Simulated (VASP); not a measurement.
# P (P-1) in VASP: single point with PBE

Aim: the single point of P with PBE.

Program: VASP 6.6.1. These are calculated values, not measurements. Logs are shortened: lines on timing, memory, paths and dates and some standing lists are left out, and cuts for length are marked.

## Step 1: The cell of the first run

The typed cell holds 8 atoms: a = 3.310 Å, b = 4.558 Å, c = 11.527 Å, α = 99.48°, β = 83.13°, γ = 90.00°.

## Step 2: Single point, PBE (the part above a cut slid along it)

Input file INCAR:

```
ALGO     = Normal         # electronic algorithm
EDIFF    = 1E-7           # SCF threshold, eV
ENCUT    = 520            # plane-wave cutoff, eV
GGA      = PE             # functional
ISIF     = 2              # what is computed and relaxed
ISMEAR   = 0              # smearing method
LASPH    = T              # aspherical terms in the spheres
LCHARG   = F              # write CHGCAR
LREAL    = F              # projectors in reciprocal space
LWAVE    = F              # write WAVECAR
NBANDS   = 30             # bands
NELM     = 100            # most SCF steps
PREC     = Accurate       # precision mode
SIGMA    = 0.03           # smearing width, eV
```

Input file KPOINTS:

```
k-points
0
Gamma
  10 7 3
```

Input file POSCAR:

```
P
1.0
   -3.3104324909      0.0000000000      0.0000000000
    0.0000000000      0.0000000000     -4.5577726732
   -1.3794572190    -11.2854350009      1.8992238729
P
8
Direct
   -0.3517242965      0.4380040520      0.8440707859
    0.3566257035      0.2296540520      0.3440707859
   -0.1433742965      0.5570945410      0.3440707859
    0.1482757035      0.7654445410      0.8440707859
   -0.2733257035      1.1870459480      0.6559292141
    0.4350242965      0.9786959480      0.1559292141
   -0.0649757035      0.6512554590      0.1559292141
    0.2266742965      0.8596054590      0.6559292141
```

Potentials or basis: VASP PAW PBE potentials, release 64 (P).

The run is started by

```console
> cat potpaw_PBE.64/P/POTCAR > POTCAR
> mpirun -np 1 vasp_std > vasp.out
```

OUTCAR:

```text
EDIFF = 1E-7
   ENCUT = 520
   GGA = PE
   ISIF = 2
   ISMEAR = 0
   LASPH = T
   LREAL = F
   NELM = 100
   PREC = Accurate

 ion  position               nearest neighbor table
   1  0.648  0.438  0.844-   4 2.23   4 2.23   5 2.26
   2  0.357  0.230  0.344-   3 2.23   3 2.23   6 2.26
   3  0.857  0.557  0.344-   2 2.23   2 2.23   7 2.26
   4  0.148  0.765  0.844-   1 2.23   1 2.23   8 2.26
   5  0.727  0.187  0.656-   8 2.23   8 2.23   1 2.26
   6  0.435  0.979  0.156-   7 2.23   7 2.23   2 2.26
   7  0.935  0.651  0.156-   6 2.23   6 2.23   3 2.26
   8  0.227  0.860  0.656-   5 2.23   5 2.23   4 2.26

  LATTYP: Found a triclinic cell.
 ALAT       =     3.3104324909
 B/A-ratio  =     1.7016323449
 C/A-ratio  =     3.7780434167
 COS(alpha) =     0.0483795061
 COS(beta)  =     0.3749824562
 COS(gamma) =     0.5876710107

  Lattice vectors:

 A1 = (   3.3104324909,   0.0000000000,   0.0000000000)
 A2 = (   3.3104324909,   0.0000000000,  -4.5577726732)
 A3 = (   4.6898897099,  11.2854350009,   2.6585488003)

Analysis of symmetry for initial positions (statically):
=====================================================================
 Subroutine PRICEL returns:
 Original cell was already a primitive cell.

 Routine SETGRP: Setting up the symmetry group for a
 triclinic supercell.

 Subroutine GETGRP returns: Found  2 space group operations
 (whereof  1 operations were pure point group operations)
 out of a pool of  2 trial point group operations.

The static configuration has the point symmetry C_1 .
 The point group associated with its full space group is S_2 .

Analysis of symmetry for dynamics (positions and initial velocities):
=====================================================================
 Subroutine PRICEL returns:
 Original cell was already a primitive cell.

 Routine SETGRP: Setting up the symmetry group for a
 triclinic supercell.

 Subroutine GETGRP returns: Found  2 space group operations
 (whereof  1 operations were pure point group operations)
 out of a pool of  2 trial point group operations.

The dynamic configuration has the point symmetry C_1 .
 The point group associated with its full space group is S_2 .

 Subroutine INISYM returns: Found  2 space group operations
 (whereof  1 operations are pure point group operations),
 and found     1 'primitive' translations

----------------------------------------------------------------------------------------

                                     Primitive cell

  volume of cell :     170.2769

  direct lattice vectors                    reciprocal lattice vectors
    -3.310432491  0.000000000  0.000000000    -0.302075334  0.036923699  0.000000000
     0.000000000  0.000000000 -4.557772673     0.000000000 -0.036923699 -0.219405414
    -1.379457219-11.285435001  1.899223873     0.000000000 -0.088609788  0.000000000

  length of vectors
     3.310432491  4.557772673 11.526968235     0.304323622  0.222490663  0.088609788

  position of ions in fractional coordinates (direct lattice)
     0.648275703  0.438004052  0.844070786
     0.356625704  0.229654052  0.344070786
     0.856625704  0.557094541  0.344070786
     0.148275703  0.765444541  0.844070786
     0.726674297  0.187045948  0.655929214
     0.435024297  0.978695948  0.155929214
     0.935024297  0.651255459  0.155929214
     0.226674297  0.859605459  0.655929214

  ion indices of the primitive-cell ions
   primitive index   ion index
                 1           1
                 2           2
                 3           3
                 4           4
                 5           5
                 6           6
                 7           7
                 8           8

----------------------------------------------------------------------------------------

 KPOINTS: k-points

Automatic generation of k-mesh.
 Grid dimensions read from file:
 generate k-points for:   10    7    3

 Generating k-lattice:

  Cartesian coordinates                     Fractional coordinates (reciprocal lattice)
    -0.030207533  0.003692370  0.000000000     0.100000000  0.000000000  0.000000000
     0.000000000 -0.005274814 -0.031343631     0.000000000  0.142857143 -0.000000000
     0.000000000 -0.029536596  0.000000000     0.000000000  0.000000000  0.333333333

  Length of vectors
     0.030432362  0.031784380  0.029536596

  Shift w.r.t. Gamma in fractional coordinates (k-lattice)
     0.000000000  0.000000000  0.000000000

 Subroutine IBZKPT returns following result:
 ===========================================

 Found    106 irreducible k-points:

 Following reciprocal coordinates:
            Coordinates               Weight
  0.000000  0.000000  0.000000      1.000000
  0.100000  0.000000  0.000000      2.000000
  0.200000  0.000000  0.000000      2.000000
  0.300000  0.000000  0.000000      2.000000
  0.400000  0.000000 -0.000000      2.000000
  0.500000  0.000000 -0.000000      1.000000
[... 16 lines left out ...]
 -0.400000  0.285714  0.000000      2.000000
 -0.300000  0.285714 -0.000000      2.000000
 [... further k-points ...]
   k-points           NKPTS =    106   k-points in BZ     NKDIM =    106   number of bands    NBANDS=     30
   number of dos      NEDOS =    301   number of ions     NIONS =      8
   total plane-waves  NPLWV =  90720
   dimension x,y,z NGX =    28 NGY =   36 NGZ =   90
   dimension x,y,z NGXF=    56 NGYF=   72 NGZF=  180
   ions per type =               8
   NGX,Y,Z   is equivalent  to a cutoff of  14.06, 13.13, 12.98 a.u.
   NGXF,Y,Z  is equivalent  to a cutoff of  28.12, 26.26, 25.96 a.u.
 SYSTEM =  unknown system
   PREC   = accura    normal or accurate (medium, high low for compatibility)
   ISTART =      0    job   : 0-new  1-cont  2-samecut
   ICHARG =      2    charge: 1-file 2-atom 10-const
   ISPIN  =      1    spin polarized calculation?
   LNONCOLLINEAR =      F non collinear calculations
   LSORBIT =      F    spin-orbit coupling
   LASPH  =      T    aspherical Exc in radial PAW
   ENCUT  =  520.0 eV  38.22 Ry    6.18 a.u.   6.16  8.47 21.43*2*pi/ulx,y,z
   NELM   =    100;   NELMIN=  2; NELMDL= -5     # of ELM steps
   EDIFF  = 0.1E-06   stopping-criterion for ELM
   LREAL  =      F    real-space projection
   EDIFFG = 0.1E-05   stopping-criterion for IOM
   NSW    =      0    number of steps for IOM
   IBRION =     -1    ionic relax: 0-MD 1-quasi-New 2-CG
   NFREE  =      0    steps in history (QN), initial steepest desc. (CG)
   ISIF   =      2    stress and relaxation
   ISYM   =      2    0-nonsym 1-usesym 2-fastsym
   POTIM  = 0.5000    time-step for ionic-motion
   TEBEG  =    0.0;   TEEND  =   0.0 temperature during run
   PSTRESS=    0.0 pullay stress
   NELECT =      40.0000    total number of electrons
   NUPDOWN=      -1.0000    fix difference up-down
   EMIN   =  10.00;   EMAX   =-10.00  energy-range for DOS
   EFERMI =   0.00;   METHOD = LEGACY
   ISMEAR =     0;   SIGMA  =   0.03  broadening in eV -4-tet -1-fermi 0-gaus
   EFERMI_NEDOS =   21; number of points for ismear=-14 and -15
   IALGO  =     38    algorithm
   IMIX   =      4    mixing-type and parameters
     AMIX     =   0.40;   BMIX     =  1.00
     AMIX_MAG =   1.60;   BMIX_MAG =  1.00
  volume/ion in A,a.u.               =      21.28       143.64
  Fermi-wavevector in a.u.,A,eV,Ry     =   1.010128  1.908864 13.882812  1.020358
  Thomas-Fermi vector in A             =   2.143098
   LORBIT       =      0    0 simple, 1 ext, 2 COOP (PROOUT), +10 PAW based schemes
   GGA     = PE    functional components
   LHFCALC =     F    Hartree Fock is set to
   AEXX    =    0.0000 exact exchange contribution
   IVDW    =     0    specifies the selected vdW correction
   LEPSILON=     F    determine dielectric tensor
   LRPA    =     F    only Hartree local field effects (RPA)
 non-spin polarized calculation
 Gauss-broadening in eV      SIGMA  =   0.03
  energy-cutoff  :      520.00
  volume of cell :      170.28
 maximum number of plane-waves:      4610
 NGX is ok and might be reduce to    28
   NGX = 13   NGY = 17   NGZ = 43

 number of electron      39.9999996 magnetization

 Free energy of the ion-electron system (eV)
  ---------------------------------------------------
  ext. energy  EPLUGINS =         0.00000000
  ---------------------------------------------------
  free energy    TOTEN  =       -42.98477720 eV

  energy without entropy =      -42.98455650  energy(sigma->0) =      -42.98466685

 E-fermi :   5.1885     XC(G=0):  -9.2232

 val. band max:        5.1803214195   @ k =   0.0000   0.0000   0.0000
 cond. band min:       5.2892379824   @ k =   0.1000   0.0000   0.0000
 fundamental gap:      0.1089165630
 Fermi energy:         5.1884862467

 k-point     1 :       0.0000    0.0000    0.0000
  band No.  band energies     occupation
      1     -10.1415      2.00000
      2     -10.0247      2.00000
      3      -7.7568      2.00000
      4      -7.4580      2.00000
      5      -4.2166      2.00000
      6      -4.2122      2.00000
[... 22 lines left out ...]
     29       9.9872      0.00000
     30      10.7607      0.00000

 k-point     2 :       0.1000    0.0000    0.0000
  band No.  band energies     occupation
      1     -10.0226      2.00000
      2      -9.9074      2.00000
      3      -7.6320      2.00000
      4      -7.3362      2.00000
      5      -4.2744      2.00000
      6      -4.2696      2.00000
[... 22 lines left out ...]
     29      10.0148      0.00000
     30      10.1063      0.00000

 k-point     3 :       0.2000    0.0000    0.0000
  band No.  band energies     occupation
      1      -9.6683      2.00000
      2      -9.5578      2.00000
      3      -7.2585      2.00000
      4      -6.9721      2.00000
      5      -4.5504      2.00000
      6      -4.5456      2.00000
[... 22 lines left out ...]
     29       9.3457      0.00000
     30       9.4513      0.00000

 k-point     4 :       0.3000    0.0000    0.0000
  band No.  band energies     occupation
      1      -9.0863      2.00000
      2      -8.9839      2.00000
      3      -6.6402      2.00000
      4      -6.3691      2.00000
      5      -5.2403      2.00000
      6      -5.2119      2.00000
[... 22 lines left out ...]
     29       8.9127      0.00000
     30       9.1296      0.00000

 k-point     5 :       0.4000    0.0000   -0.0000
  band No.  band energies     occupation
      1      -8.2936      2.00000
      2      -8.2026      2.00000
      3      -6.2519      2.00000
      4      -6.1972      2.00000
      5      -5.7841      2.00000
      6      -5.5344      2.00000
[... 22 lines left out ...]
     29       8.0303      0.00000
     30       8.2152      0.00000
[... 526 lines left out ...]
     29       9.1432      0.00000
     30       9.2580      0.00000

 k-point    22 :       0.5000    0.2857   -0.0000
  band No.  band energies     occupation
      1      -7.1198      2.00000
      2      -7.1009      2.00000
      3      -7.0584      2.00000
      4      -7.0419      2.00000
      5      -4.8639      2.00000
      6      -4.8219      2.00000
[... 22 lines left out ...]
     29       9.2787      0.00000
     30       9.4162      0.00000

 k-point    23 :      -0.4000    0.2857    0.0000
  band No.  band energies     occupation
      1      -7.9430      2.00000
      2      -7.8810      2.00000
      3      -6.6971      2.00000
      4      -6.6594      2.00000
      5      -5.2128      2.00000
      6      -5.0988      2.00000
[... 22 lines left out ...]
     29       8.9521      0.00000
     30       9.3885      0.00000

 k-point    24 :      -0.3000    0.2857   -0.0000
  band No.  band energies     occupation
      1      -8.6990      2.00000
      2      -8.6228      2.00000
      3      -7.1891      2.00000
      4      -7.0907      2.00000
      5      -4.6870      2.00000
      6      -4.5628      2.00000
[... 22 lines left out ...]
     29       9.3865      0.00000
     30       9.9120      0.00000

 [... further k-points ...]
[... 5 lines left out ...]
  --------------------------------------------------------------------------------------
  -------------------------------------------------------------------------------------
  Total       -0.3002942     -0.1224276     -0.2571661      0.1628036      0.0253753      0.0129101
  in kB       -2.8255426     -1.1519517     -2.4197390      1.5318594      0.2387623      0.1214739
  external PRESSURE =      -2.1324111 kB  Pullay stress =       0.0000000 kB

 VOLUME and BASIS-vectors are now :
 -----------------------------------------------------------------------------
  energy-cutoff  :      520.00
  volume of cell :      170.28
      direct lattice vectors                 reciprocal lattice vectors
    -3.310432491  0.000000000  0.000000000    -0.302075334  0.036923699  0.000000000
     0.000000000  0.000000000 -4.557772673     0.000000000 -0.036923699 -0.219405414
    -1.379457219-11.285435001  1.899223873     0.000000000 -0.088609788  0.000000000

 POSITION                                       TOTAL-FORCE (eV/Angst)
 -----------------------------------------------------------------------------------
     -3.31043     -9.52571     -0.39324         0.008529      0.079143     -0.010233
     -1.65522     -3.88299     -0.39324        -0.006923      0.021863     -0.029652
     -3.31043     -3.88299     -1.88564        -0.004604      0.051267      0.048648
     -1.65522     -9.52571     -1.88564         0.011450      0.056456      0.062756
     -3.31043     -7.40245      0.39324         0.006923     -0.021863      0.029652
     -1.65522     -1.75973     -4.16453        -0.008529     -0.079143      0.010233
     -3.31043     -1.75973     -2.67213        -0.011450     -0.056456     -0.062756
     -1.65522     -7.40245     -2.67213         0.004604     -0.051267     -0.048648
 -----------------------------------------------------------------------------------
    total drift:                                0.000001      0.000001     -0.000000

  FREE ENERGIE OF THE ION-ELECTRON SYSTEM (eV)
  ---------------------------------------------------
  free  energy   TOTEN  =       -42.9847771979 eV

  energy  without entropy=      -42.9845564964  energy(sigma->0) =      -42.98466685
```

Wall time 15 min (1 thread of Intel Xeon 8259CL, shared host); peak memory 0.52 GiB.

Results:

- Free energy: -42.9848 eV
- Pressure: -0.2 GPa
- Largest force: 0.085 eV/Å
- Band gap on the k mesh: zero (filled and empty bands touch)

Forces on the atoms (eV/Å):
```
P    0.009  0.079 -0.010
P   -0.007  0.022 -0.030
P   -0.005  0.051  0.049
P    0.011  0.056  0.063
P    0.007 -0.022  0.030
P   -0.009 -0.079  0.010
P   -0.011 -0.056 -0.063
P    0.005 -0.051 -0.049
```

Stress tensor (GPa, compression positive):
```
-0.28  0.15  0.01
 0.15 -0.12  0.02
 0.01  0.02 -0.24
```

Levels at points of the mesh, in eV from the Fermi level:
```
           k point  band 18  band 19  band 20  band 21  band 22  band 23
(0.00, 0.00, 0.00)    -1.44    -0.44    -0.35    -0.01     1.25     1.27
(0.50, 0.00, 0.00)    -2.56    -2.11    -2.04     0.77     0.82     1.00
```

Caveat: the cell differs from its parent crystal (the part above a cut slid along it).

The gap in the log of VASP goes by the Fermi energy; the results here count the filled bands.